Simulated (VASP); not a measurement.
# C (Fd-3m) in VASP: further runs

C is run at these levels: BLYP; tasks: single point, relaxation of cell and atoms.

Everything below comes from runs of VASP 6.6.1. Logs are shortened: lines on timing, memory, paths and dates and some standing lists are left out, and cuts for length are marked.

**1. The cell of the first run**

Symmetry: Fd-3m, No. 227, cubic system. The conventional cell has a = 3.736 Å, b = 3.736 Å, c = 3.736 Å, α = 90.00°, β = 90.00°, γ = 90.00°. Within 2.2 Å of C (site symmetry -43m) lie 4 C at 1.62 Å.

**2. Single point, BLYP (volume scaled by 1.12)**

Input file INCAR:

```
SYSTEM = C
PREC = Accurate
ENCUT = 520
EDIFF = 1E-6
ISMEAR = -1
SIGMA = 0.05
LREAL = .FALSE.
LASPH = .TRUE.
NELM = 80
ALGO = Normal
ISIF = 2
LWAVE = .FALSE.
LCHARG = .FALSE.
GGA = B5
ALDAX = 1.0
AGGAX = 1.0
AGGAC = 1.0
ALDAC = 0.0
NBANDS = 11
```

Input file KPOINTS:

```
regular mesh
0
G
  13 13 13
  0 0 0
```

Input file POSCAR:

```
C
1.0
    0.0000000000      1.8679762209      1.8679762209
    1.8679762209      0.0000000000      1.8679762209
    1.8679762209      1.8679762209      0.0000000000
C
2
Direct
    0.5000000000      0.5000000000      0.5000000000
    0.7500000000      0.7500000000      0.7500000000
```

Potentials or basis: VASP PAW PBE potentials, release 64 (C).

Command:

```
> cat potpaw_PBE.64/C/POTCAR > POTCAR
> mpirun -np 1 vasp_std > vasp.out
```

OUTCAR:

```text
SYSTEM = C
   PREC = Accurate
   ENCUT = 520
   EDIFF = 1E-6
   ISMEAR = -1
   LREAL = .FALSE.
   LASPH = .TRUE.
   NELM = 80
   ISIF = 2
   GGA = B5

 ion  position               nearest neighbor table
   1  0.500  0.500  0.500-   2 1.62   2 1.62   2 1.62   2 1.62
   2  0.750  0.750  0.750-   1 1.62   1 1.62   1 1.62   1 1.62

  LATTYP: Found a face centered cubic cell.
 ALAT       =     3.7359524418

  Lattice vectors:

 A1 = (   0.0000000000,   1.8679762209,   1.8679762209)
 A2 = (   1.8679762209,   0.0000000000,   1.8679762209)
 A3 = (   1.8679762209,   1.8679762209,   0.0000000000)

Analysis of symmetry for initial positions (statically):
=====================================================================
 Subroutine PRICEL returns:
 Original cell was already a primitive cell.

 Routine SETGRP: Setting up the symmetry group for a
 face centered cubic supercell.

 Subroutine GETGRP returns: Found 48 space group operations
 (whereof 24 operations were pure point group operations)
 out of a pool of 48 trial point group operations.

The static configuration has the point symmetry T_d .
 The point group associated with its full space group is O_h .

Analysis of symmetry for dynamics (positions and initial velocities):
=====================================================================
 Subroutine PRICEL returns:
 Original cell was already a primitive cell.

 Routine SETGRP: Setting up the symmetry group for a
 face centered cubic supercell.

 Subroutine GETGRP returns: Found 48 space group operations
 (whereof 24 operations were pure point group operations)
 out of a pool of 48 trial point group operations.

The dynamic configuration has the point symmetry T_d .
 The point group associated with its full space group is O_h .

 Subroutine INISYM returns: Found 48 space group operations
 (whereof 24 operations are pure point group operations),
 and found     1 'primitive' translations

----------------------------------------------------------------------------------------

                                     Primitive cell

  volume of cell :      13.0360

  direct lattice vectors                    reciprocal lattice vectors
     0.000000000  1.867976221  1.867976221    -0.267669360  0.267669360  0.267669360
     1.867976221  0.000000000  1.867976221     0.267669360 -0.267669360  0.267669360
     1.867976221  1.867976221  0.000000000     0.267669360  0.267669360 -0.267669360

  length of vectors
     2.641717306  2.641717306  2.641717306     0.463616932  0.463616932  0.463616932

  position of ions in fractional coordinates (direct lattice)
     0.500000000  0.500000000  0.500000000
     0.750000000  0.750000000  0.750000000

  ion indices of the primitive-cell ions
   primitive index   ion index
                 1           1
                 2           2

----------------------------------------------------------------------------------------

 KPOINTS: regular mesh

Automatic generation of k-mesh.
 Grid dimensions read from file:
 generate k-points for:   13   13   13

 Generating k-lattice:

  Cartesian coordinates                     Fractional coordinates (reciprocal lattice)
    -0.020589951  0.020589951  0.020589951     0.076923077  0.000000000  0.000000000
     0.020589951 -0.020589951  0.020589951     0.000000000  0.076923077  0.000000000
     0.020589951  0.020589951 -0.020589951     0.000000000  0.000000000  0.076923077

  Length of vectors
     0.035662841  0.035662841  0.035662841

  Shift w.r.t. Gamma in fractional coordinates (k-lattice)
     0.000000000  0.000000000  0.000000000

 Subroutine IBZKPT returns following result:
 ===========================================

 Found     84 irreducible k-points:

 Following reciprocal coordinates:
            Coordinates               Weight
  0.000000  0.000000  0.000000      1.000000
  0.076923  0.000000  0.000000      8.000000
  0.153846  0.000000  0.000000      8.000000
  0.230769  0.000000  0.000000      8.000000
  0.307692  0.000000  0.000000      8.000000
  0.384615  0.000000  0.000000      8.000000
[... 16 lines left out ...]
  0.384615  0.153846  0.000000     24.000000
  0.461538  0.153846  0.000000     24.000000
 [... further k-points ...]
   k-points           NKPTS =     84   k-points in BZ     NKDIM =     84   number of bands    NBANDS=     11
   number of dos      NEDOS =    301   number of ions     NIONS =      2
   total plane-waves  NPLWV =   8000
   dimension x,y,z NGX =    20 NGY =   20 NGZ =   20
   dimension x,y,z NGXF=    40 NGYF=   40 NGZF=   40
   ions per type =               2
   NGX,Y,Z   is equivalent  to a cutoff of  12.59, 12.59, 12.59 a.u.
   NGXF,Y,Z  is equivalent  to a cutoff of  25.17, 25.17, 25.17 a.u.
 SYSTEM =  C
   PREC   = accura    normal or accurate (medium, high low for compatibility)
   ISTART =      0    job   : 0-new  1-cont  2-samecut
   ICHARG =      2    charge: 1-file 2-atom 10-const
   ISPIN  =      1    spin polarized calculation?
   LNONCOLLINEAR =      F non collinear calculations
   LSORBIT =      F    spin-orbit coupling
   LASPH  =      T    aspherical Exc in radial PAW
   ENCUT  =  520.0 eV  38.22 Ry    6.18 a.u.   4.91  4.91  4.91*2*pi/ulx,y,z
   NELM   =     80;   NELMIN=  2; NELMDL= -5     # of ELM steps
   EDIFF  = 0.1E-05   stopping-criterion for ELM
   LREAL  =      F    real-space projection
   EDIFFG = 0.1E-04   stopping-criterion for IOM
   NSW    =      0    number of steps for IOM
   IBRION =     -1    ionic relax: 0-MD 1-quasi-New 2-CG
   NFREE  =      0    steps in history (QN), initial steepest desc. (CG)
   ISIF   =      2    stress and relaxation
   ISYM   =      2    0-nonsym 1-usesym 2-fastsym
   POTIM  = 0.5000    time-step for ionic-motion
   TEBEG  =    0.0;   TEEND  =   0.0 temperature during run
   PSTRESS=    0.0 pullay stress
   NELECT =       8.0000    total number of electrons
   NUPDOWN=      -1.0000    fix difference up-down
   EMIN   =  10.00;   EMAX   =-10.00  energy-range for DOS
   EFERMI =   0.00;   METHOD = LEGACY
   ISMEAR =    -1;   SIGMA  =   0.05  broadening in eV -4-tet -1-fermi 0-gaus
   EFERMI_NEDOS =   21; number of points for ismear=-14 and -15
   IALGO  =     38    algorithm
   IMIX   =      4    mixing-type and parameters
     AMIX     =   0.40;   BMIX     =  1.00
     AMIX_MAG =   1.60;   BMIX_MAG =  1.00
  volume/ion in A,a.u.               =       6.52        43.99
  Fermi-wavevector in a.u.,A,eV,Ry     =   1.391202  2.628990 26.333296  1.935443
  Thomas-Fermi vector in A             =   2.515064
   LORBIT       =      0    0 simple, 1 ext, 2 COOP (PROOUT), +10 PAW based schemes
   GGA     = B5    functional components
   LHFCALC =     F    Hartree Fock is set to
   AEXX    =    0.0000 exact exchange contribution
   IVDW    =     0    specifies the selected vdW correction
   LEPSILON=     F    determine dielectric tensor
   LRPA    =     F    only Hartree local field effects (RPA)
 non-spin polarized calculation
  energy-cutoff  :      520.00
  volume of cell :       13.04
 maximum number of plane-waves:       365
   NGX =  9   NGY =  9   NGZ =  9

 number of electron       8.0000000 magnetization

 Free energy of the ion-electron system (eV)
  ---------------------------------------------------
  ext. energy  EPLUGINS =         0.00000000
  ---------------------------------------------------
  free energy    TOTEN  =       -16.55832144 eV

  energy without entropy =      -16.55832144  energy(sigma->0) =      -16.55832144

 E-fermi :   8.9977     XC(G=0): -11.8842

 val. band max:        8.1069750080   @ k =   0.0000   0.0000   0.0000
 cond. band min:      12.2345776678   @ k =   0.3846   0.3846   0.0000
 fundamental gap:      4.1276026597
 Fermi energy:         8.9976973745

 k-point     1 :       0.0000    0.0000    0.0000
  band No.  band energies     occupation
      1     -11.3381      2.00000
      2       8.1070      2.00000
      3       8.1070      2.00000
      4       8.1070      2.00000
      5      13.4403      0.00000
      6      13.4403      0.00000
      7      13.4403      0.00000
      8      18.4592      0.00000
      9      26.1855      0.00000
     10      33.5520      0.00000
     11      33.5520      0.00000

 k-point     2 :       0.0769    0.0000    0.0000
  band No.  band energies     occupation
      1     -11.1906      2.00000
      2       7.1814      2.00000
      3       7.8775      2.00000
      4       7.8775      2.00000
      5      13.7430      0.00000
      6      13.7430      0.00000
      7      13.9178      0.00000
      8      18.6729      0.00000
      9      26.4309      0.00000
     10      31.8625      0.00000
     11      31.8625      0.00000

 k-point     3 :       0.1538    0.0000    0.0000
  band No.  band energies     occupation
      1     -10.7505      2.00000
      2       5.1735      2.00000
      3       7.3480      2.00000
      4       7.3480      2.00000
      5      14.4462      0.00000
      6      14.4462      0.00000
      7      14.6247      0.00000
      8      19.3228      0.00000
      9      26.9856      0.00000
     10      30.4386      0.00000
     11      30.4386      0.00000

 k-point     4 :       0.2308    0.0000    0.0000
  band No.  band energies     occupation
      1     -10.0252      2.00000
      2       2.8533      2.00000
      3       6.7614      2.00000
      4       6.7614      2.00000
      5      15.0331      0.00000
      6      15.1911      0.00000
      7      15.1911      0.00000
      8      20.2903      0.00000
      9      27.4252      0.00000
     10      29.8408      0.00000
     11      29.8408      0.00000
[... 239 lines left out ...]
 k-point    22 :       0.3077    0.1538    0.0000
  band No.  band energies     occupation
      1      -9.2100      2.00000
      2       2.2261      2.00000
      3       5.0911      2.00000
      4       5.4516      2.00000
      5      13.7580      0.00000
      6      17.1109      0.00000
      7      17.5765      0.00000
      8      19.1220      0.00000
      9      27.0053      0.00000
     10      28.1883      0.00000
     11      33.5498      0.00000

 k-point    23 :       0.3846    0.1538    0.0000
  band No.  band energies     occupation
      1      -8.1453      2.00000
      2       0.0836      2.00000
      3       4.7908      2.00000
      4       4.8250      2.00000
      5      14.3907      0.00000
      6      17.2957      0.00000
      7      17.8754      0.00000
      8      19.7985      0.00000
      9      27.8133      0.00000
     10      28.1687      0.00000
     11      33.6913      0.00000

 k-point    24 :       0.4615    0.1538    0.0000
  band No.  band energies     occupation
      1      -6.9084      2.00000
      2      -1.8704      2.00000
      3       4.1937      2.00000
      4       4.7803      2.00000
      5      14.8009      0.00000
      6      17.4083      0.00000
      7      17.8325      0.00000
      8      20.8696      0.00000
      9      27.3341      0.00000
     10      29.2266      0.00000
     11      33.5745      0.00000

 [... further k-points ...]
[... 5 lines left out ...]
  --------------------------------------------------------------------------------------
  -------------------------------------------------------------------------------------
  Total       -2.9928702     -2.9928702     -2.9928702     -0.0000000     -0.0000000      0.0000000
  in kB     -367.8361709   -367.8361709   -367.8361709     -0.0000000     -0.0000000      0.0000000
  external PRESSURE =    -367.8361709 kB  Pullay stress =       0.0000000 kB

 VOLUME and BASIS-vectors are now :
 -----------------------------------------------------------------------------
  energy-cutoff  :      520.00
  volume of cell :       13.04
      direct lattice vectors                 reciprocal lattice vectors
     0.000000000  1.867976221  1.867976221    -0.267669360  0.267669360  0.267669360
     1.867976221  0.000000000  1.867976221     0.267669360 -0.267669360  0.267669360
     1.867976221  1.867976221  0.000000000     0.267669360  0.267669360 -0.267669360

 POSITION                                       TOTAL-FORCE (eV/Angst)
 -----------------------------------------------------------------------------------
      1.86798      1.86798      1.86798         0.000000      0.000000     -0.000000
      2.80196      2.80196      2.80196        -0.000000     -0.000000      0.000000
 -----------------------------------------------------------------------------------
    total drift:                                0.000000     -0.000000      0.000000

  FREE ENERGIE OF THE ION-ELECTRON SYSTEM (eV)
  ---------------------------------------------------
  free  energy   TOTEN  =       -16.5583214357 eV

  energy  without entropy=      -16.5583214357  energy(sigma->0) =      -16.55832144
```

It took 9.3 s on 1 thread of AMD EPYC 7R13 (Zen 3), shared host; peak memory 0.09 GiB.

Results:

```yaml
Free_energy: -16.5583 eV
Pressure: -36.8 GPa
Band_gap_on_the_k_mesh: 4.13 eV, indirect (least direct gap 5.33 eV)
```

Levels at points of the mesh, in eV from the valence-band top:
| k point | band 2 | band 3 | band 4 | band 5 | band 6 | band 7 |
| --- | --- | --- | --- | --- | --- | --- |
| (0.00, 0.00, 0.00) | 0.00 | 0.00 | 0.00 | 5.33 | 5.33 | 5.33 |

Caveat: the cell differs from its parent crystal (volume scaled by 1.12); the PAW data sets were made with another functional, which shifts forces and pressure a little. A k mesh can miss the band edges.

**3. Single point, BLYP**

This run uses another cell than the first one, of 5.82 Å³/atom, 0.893 times its volume.

Input file INCAR:

```
SYSTEM = C
PREC = Accurate
ENCUT = 520
EDIFF = 1E-6
ISMEAR = -1
SIGMA = 0.05
LREAL = .False.
LASPH = .True.
NELM = 100
ALGO = Normal
ISIF = 2
LWAVE = .False.
LCHARG = .True.
GGA = B5
ALDAX = 1.0
AGGAX = 1.0
AGGAC = 1.0
ALDAC = 0.0
LELF = .True.
LVHAR = .True.
NBANDS = 11
```

Input file KPOINTS:

```
regular mesh
0
Gamma
  14 14 14
  0 0 0
```

Input file POSCAR:

```
C
1.0
    0.0000000000      1.7987273401      1.7987273401
    1.7987273401      0.0000000000      1.7987273401
    1.7987273401      1.7987273401      0.0000000000
C
2
Direct
    0.5000000000      0.5000000000      0.5000000000
    0.7500000000      0.7500000000      0.7500000000
```

Potentials or basis: VASP PAW PBE potentials, release 64 (C).

Command:

```
> cat potpaw_PBE.64/C/POTCAR > POTCAR
> mpirun -np 1 vasp_std > vasp.out
```

Run time: 11 s. Hardware: 1 thread of AMD EPYC 7R13 (Zen 3), shared host; peak memory 0.09 GiB.

Results (log left out):

```yaml
Free_energy: -16.7298 eV
Pressure: 0.7 GPa
Band_gap_on_the_k_mesh: 4.38 eV, indirect (least direct gap 5.67 eV)
```

Levels at points of the mesh, in eV from the valence-band top:
```
           k point  band 1  band 2  band 3  band 4  band 5  band 6  band 7  band 8  band 9
(0.00, 0.00, 0.00)  -20.85    0.00    0.00    0.00    5.67    5.67    5.67   12.84   19.47
(0.50, 0.00, 0.00)  -15.30  -12.83   -2.68   -2.68    8.52    8.52    8.68   15.68   21.78
(0.50, 0.50, 0.00)  -12.39  -12.39   -6.02   -6.02    5.07    5.07   16.35   16.35   22.86
```

Caveat: the PAW data sets were made with another functional, which shifts forces and pressure a little.

**4. Relaxation of cell and atoms, BLYP**

This run uses another cell than the first one, of 5.67 Å³/atom, 0.870 times its volume.

Input file INCAR:

```
AGGAC    = 1.0          
AGGAX    = 1.0          
ALDAC    = 0.0          
ALDAX    = 1.0          
ALGO     = Normal         # electronic algorithm
EDIFF    = 1E-6           # SCF threshold, eV
EDIFFG   = -0.01          # ionic threshold
ENCUT    = 600            # plane-wave cutoff, eV
GGA      = B5             # functional
IBRION   = 2              # ionic algorithm
ISIF     = 3              # what is computed and relaxed
ISMEAR   = -1             # smearing method
LASPH    = True           # aspherical terms in the spheres
LCHARG   = False          # write CHGCAR
LREAL    = False          # projectors in reciprocal space
LWAVE    = False          # write WAVECAR
NELM     = 80             # most SCF steps
NSW      = 80             # ionic steps
PREC     = Accurate       # precision mode
SIGMA    = 0.05           # smearing width, eV
```

Input file KPOINTS:

```
k-points
0
Gamma
  8 8 8
```

Input file POSCAR:

```
C
1.0
    0.0000000000      1.7834000000      1.7834000000
    1.7834000000      0.0000000000      1.7834000000
    1.7834000000      1.7834000000      0.0000000000
C
2
Direct
    0.5000000000      0.5000000000      0.5000000000
    0.7500000000      0.7500000000      0.7500000000
```

Command:

```
> cat potpaw_PBE.64/C/POTCAR > POTCAR
> mpirun -np 1 vasp_std > vasp.out
```

Run time: 12 s. Hardware: 1 thread of AMD EPYC 7R13 (Zen 3), shared host; peak memory 0.08 GiB.

Results (log left out):

```
Free energy                            : -16.7316 eV
Relaxed volume                         : 5.82 Å³/atom
Relaxed cell                           : a = 2.544 Å, b = 2.544 Å, c = 2.544 Å, α = 60.00°, β = 60.00°, γ = 60.00°
Space group after relaxing (to 0.05 Å) : Fd-3m (No. 227)
Energy gained by relaxing              : 5.0 meV/atom
Ionic steps                            : 3
Pressure after relaxing                : -0.1 GPa
Band gap on the k mesh                 : 4.39 eV, indirect (least direct gap 5.67 eV)
```

Step by step:
```tsv
step	energy change (eV)	largest force (eV/Å)	pressure (GPa)	volume (Å³)
1	0.0000	0.0000	11.06	11.34
2	0.0031	0.0000	-11.53	12.00
3	-0.0101	0.0000	-0.06	11.64
```

Final structure:
```
C
1.0
     0.00000    1.79900    1.79900
     1.79900    0.00000    1.79900
     1.79900    1.79900    0.00000
C
2
Direct
  0.50000 0.50000 0.50000
  0.75000 0.75000 0.75000
```

Levels at points of the mesh, in eV from the valence-band top:
| k point | band 1 | band 2 | band 3 | band 4 | band 5 | band 6 | band 7 | band 8 |
| --- | --- | --- | --- | --- | --- | --- | --- | --- |
| (0.00, 0.00, 0.00) | -20.85 | 0.00 | 0.00 | 0.00 | 5.67 | 5.67 | 5.67 | 12.83 |
| (0.50, 0.00, 0.00) | -15.30 | -12.82 | -2.68 | -2.68 | 8.52 | 8.52 | 8.67 | 15.67 |
| (0.50, 0.50, 0.00) | -12.39 | -12.39 | -6.01 | -6.01 | 5.07 | 5.07 | 16.34 | 16.34 |

Caveat: the PAW data sets were made with another functional, which shifts forces and pressure a little. Zero-point motion and thermal expansion aren't in these numbers.

**5. The runs side by side**

```csv
task,cell,k mesh,cutoff (eV),gap on the mesh (eV),pressure (GPa)
single point,"a = 2.642 Å, angles 60.0°, 2 atoms",13 × 13 × 13,520,4.13,-36.8
single point,"a = 2.544 Å, angles 60.0°, 2 atoms",14 × 14 × 14,520,4.38,0.7
relaxation of cell and atoms,"relaxed from a = 2.522 Å, angles 60.0°, 2 atoms",8 × 8 × 8,600,4.39,-0.1
```

Alike in all rows: level BLYP; potentials or basis VASP PAW PBE potentials, release 64 (C); no spin polarisation; smearing fermi-dirac 0.05 eV.

Caveats: the PAW data sets were made with another functional, which shifts forces and pressure a little.

Absolute energies hang on the potentials; compare differences alone.
